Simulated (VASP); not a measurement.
# ZnHg (P-6m2) in VASP: notebook, part 2 of 2

VASP 6.6.1. Earlier steps stand in the parts before.

### 6 Relaxation of cell and atoms, PBE

The input, INCAR:

```
PREC     = Accurate       # precision mode
ENCUT    = 500            # plane-wave cutoff, eV
EDIFF    = 1E-7           # SCF threshold, eV
ISMEAR   = 0              # smearing method
SIGMA    = 0.1            # smearing width, eV
LREAL    = False          # projectors in reciprocal space
LASPH    = True           # aspherical terms in the spheres
NELM     = 120            # most SCF steps
ALGO     = Normal         # electronic algorithm
ISIF     = 3              # what is computed and relaxed
LWAVE    = False          # write WAVECAR
LCHARG   = False          # write CHGCAR
GGA      = PE             # functional
IBRION   = 2              # ionic algorithm
NSW      = 100            # ionic steps
EDIFFG   = -0.005         # ionic threshold
GGA_COMPAT= False        
NELMIN   = 4
```

The input, KPOINTS:

```
Automatic mesh
0
Gamma
  15 15 10
```

The input, POSCAR:

```
ZnHg
1.0
    3.3773880558      0.0000000000      0.0000000000
   -1.6886940279      2.9249038547      0.0000000000
    0.0000000000      0.0000000000      4.2400316214
Zn Hg
1 1
Direct
    0.6666666667      0.3333333333      0.5000000000
    0.3333333333      0.6666666667      0.0000000000
```

Potentials or basis: VASP PAW PBE potentials, release 64 (Zn, Hg).

Launch:

```sh
$ cat potpaw_PBE.64/Zn/POTCAR potpaw_PBE.64/Hg/POTCAR > POTCAR
$ mpirun -np 1 vasp_std > vasp.out
```

Run time: 4.4 min. Hardware: 1 thread of Intel Xeon 6975P-C (Granite Rapids), shared host; peak memory 0.26 GiB.

Results (log left out):

```yaml
Free_energy: -1.0297 eV
Relaxed_volume: 21.17 Å³/atom
Relaxed_cell: a = 3.407 Å, b = 3.407 Å, c = 4.212 Å, α = 90.00°, β = 90.00°, γ = 120.00°
Space_group_after_relaxing_to_0.1_Å: P-6m2 (No. 187)
Energy_gained_by_relaxing: 0.5 meV/atom
Ionic_steps: 10
Pressure_after_relaxing: 0.0 GPa
Band_gap_on_the_k_mesh: zero (bands 12 and 13 overlap by 2.60 eV)
```

Step by step:
| step | energy change (eV) | largest force (eV/Å) | pressure (GPa) | volume (Å³) |
| --- | --- | --- | --- | --- |
| 1 | 0.0000 | 0.0000 | 0.30 | 41.89 |
| 2 | -0.0005 | 0.0000 | 0.12 | 42.12 |
| 3 | -0.0007 | 0.0000 | -0.07 | 42.36 |
| 4 | -0.0007 | 0.0000 | -0.12 | 42.41 |
| 5 | -0.0009 | 0.0000 | -0.09 | 42.41 |
| 6 | -0.0010 | 0.0000 | -0.06 | 42.41 |
| 7 | -0.0010 | 0.0000 | -0.01 | 42.41 |
| 8 | -0.0011 | 0.0000 | -0.04 | 42.41 |
| 9 | -0.0011 | 0.0000 | -0.05 | 42.41 |
| 10 | -0.0011 | 0.0000 | 0.01 | 42.34 |

Final structure:
```cif
data_structure
_symmetry_space_group_name_H-M 'P 1'
_symmetry_Int_Tables_number 1
_cell_length_a 3.4071
_cell_length_b 3.4071
_cell_length_c 4.2118
_cell_angle_alpha 90.000
_cell_angle_beta 90.000
_cell_angle_gamma 120.000
_cell_volume 42.34
loop_
_atom_site_label
_atom_site_type_symbol
_atom_site_fract_x
_atom_site_fract_y
_atom_site_fract_z
_atom_site_occupancy
Zn1 Zn 0.66667 0.33333 0.50000 1
Hg1 Hg 0.33333 0.66667 0.00000 1
```

Levels at points of the mesh, in eV from the Fermi level:
```tsv
k point	band 10	band 11	band 12	band 13	band 14	band 15
(0.00, 0.00, 0.00)	-6.46	-6.46	0.00	2.02	8.51	8.51
(0.00, 0.00, 0.50)	-6.50	-6.47	-6.14	9.55	9.55	10.82
```

Caveat: spin-orbit coupling is left out, which moves the levels of the heavy elements.

### 7 Relaxation of cell and atoms, PBE

This run uses another cell than the first one, of 25.87 Å³/atom.

The input, INCAR:

```
PREC = Accurate
ENCUT = 500
EDIFF = 1E-7
ISMEAR = 0
SIGMA = 0.1
LREAL = F
LASPH = T
NELM = 120
ALGO = Normal
ISIF = 3
LWAVE = F
LCHARG = F
GGA = PE
IBRION = 2
NSW = 100
EDIFFG = -0.005
GGA_COMPAT = F
NELMIN = 4
```

The input, KPOINTS:

```
Automatic mesh
0
Gamma
  15 15 8
```

The input, POSCAR:

```
ZnHg
1.0
    3.3527762640      0.0000000000      0.0000000000
   -1.6763881320      2.9035894178      0.0000000000
    0.0000000000      0.0000000000      5.3147121137
Zn Hg
1 1
Direct
    0.6666666667      0.3333333333      0.5000000000
    0.3333333333      0.6666666667      0.0000000000
```

Launch:

```sh
$ cat potpaw_PBE.64/Zn/POTCAR potpaw_PBE.64/Hg/POTCAR > POTCAR
$ mpirun -np 1 vasp_std > vasp.out
```

It took 5.9 min on 1 thread of Intel Xeon 6975P-C (Granite Rapids), shared host; peak memory 0.27 GiB.

It converged, with:

```yaml
Free_energy: -1.0309 eV
Relaxed_volume: 21.07 Å³/atom
Relaxed_cell: a = 3.385 Å, b = 3.385 Å, c = 4.247 Å, α = 90.00°, β = 90.00°, γ = 120.00°
Space_group_after_relaxing_to_0.1_Å: P-6m2 (No. 187)
Energy_gained_by_relaxing: 115.9 meV/atom
Ionic_steps: 14
Pressure_after_relaxing: 0.0 GPa
Band_gap_on_the_k_mesh: zero (bands 12 and 13 overlap by 2.35 eV)
```

Step by step:
```tsv
step	energy change (eV)	largest force (eV/Å)	pressure (GPa)	volume (Å³)
1	0.0000	0.0000	-2.88	51.74
2	-0.0658	0.0000	-2.82	48.33
3	-0.1405	0.0000	2.85	38.99
4	-0.1503	0.0000	-0.65	42.47
5	-0.1544	0.0000	0.21	41.38
6	-0.1545	0.0000	0.36	41.19
7	-0.1726	0.0000	0.39	40.91
8	-0.2139	0.0000	1.94	39.89
9	-0.2270	0.0000	0.85	41.00
10	-0.2314	0.0000	-0.37	42.58
11	-0.2316	0.0000	-0.20	42.30
12	-0.2316	0.0000	-0.12	42.22
13	-0.2318	0.0000	-0.12	42.19
14	-0.2319	0.0000	0.03	42.14
```

Final structure:
```yaml
crystal:
  lattice:
    - [3.38501, 0.00000, 0.00000]
    - [-1.69251, 2.93151, 0.00000]
    - [0.00000, 0.00000, 4.24704]
  atoms:
    - { symbol: Zn, position: [0.66667, 0.33333, 0.50000] }
    - { symbol: Hg, position: [0.33333, 0.66667, 0.00000] }
```

Levels at points of the mesh, in eV from the Fermi level:
```csv
k point,band 8,band 9,band 10,band 11,band 12,band 13,band 14,band 15,band 16
"(0.00, 0.00, 0.00)",-7.14,-6.91,-6.51,-6.51,-0.20,1.78,8.66,8.66,11.04
"(0.00, 0.00, 0.50)",-6.71,-6.57,-6.56,-6.56,-6.25,9.65,9.65,10.76,11.83
```

Caveat: the volume moved by over 15 % at a fixed basis, so the end points are rough; spin-orbit coupling is left out, which moves the levels of the heavy elements.

### 8 Overview

```csv
task,cell,k mesh,smearing,gap on the mesh (eV),pressure (GPa),relaxed volume (Å³/atom)
single point,"a = 3.377, b = 3.377, c = 4.240 Å, angles 90.0, 90.0, 120.0°, 2 atoms",15 × 15 × 8,gaussian 0.1 eV,none,0.2,-
single point,"a = 3.401, b = 3.401, c = 4.202 Å, angles 90.0, 90.0, 120.0°, 2 atoms",15 × 15 × 10,gaussian 0.1 eV,none,0.2,-
single point,"a = 3.411, b = 3.411, c = 4.189 Å, angles 90.0, 90.0, 120.0°, 2 atoms",15 × 15 × 10,fermi-dirac 0.15 eV,none,0.2,-
relaxation of cell and atoms,"relaxed from a = 3.377, b = 3.377, c = 4.240 Å, angles 90.0, 90.0, 120.0°, 2 atoms",15 × 15 × 10,gaussian 0.1 eV,none,0.0,21.17
relaxation of cell and atoms,"relaxed from a = 3.353, b = 3.353, c = 5.315 Å, angles 90.0, 90.0, 120.0°, 2 atoms",15 × 15 × 8,gaussian 0.1 eV,none,0.0,21.07
```

Alike in all rows: level PBE; potentials or basis VASP PAW PBE potentials, release 64 (Zn, Hg); no spin polarisation; cutoff (eV) 500.

Caveats: spin-orbit coupling is left out, which moves the levels of the heavy elements; the volume moved by over 15 % at a fixed basis, so the end points are rough (at least some runs).

Total energies depend on the potentials used, so only differences within one code and one set of settings carry meaning.
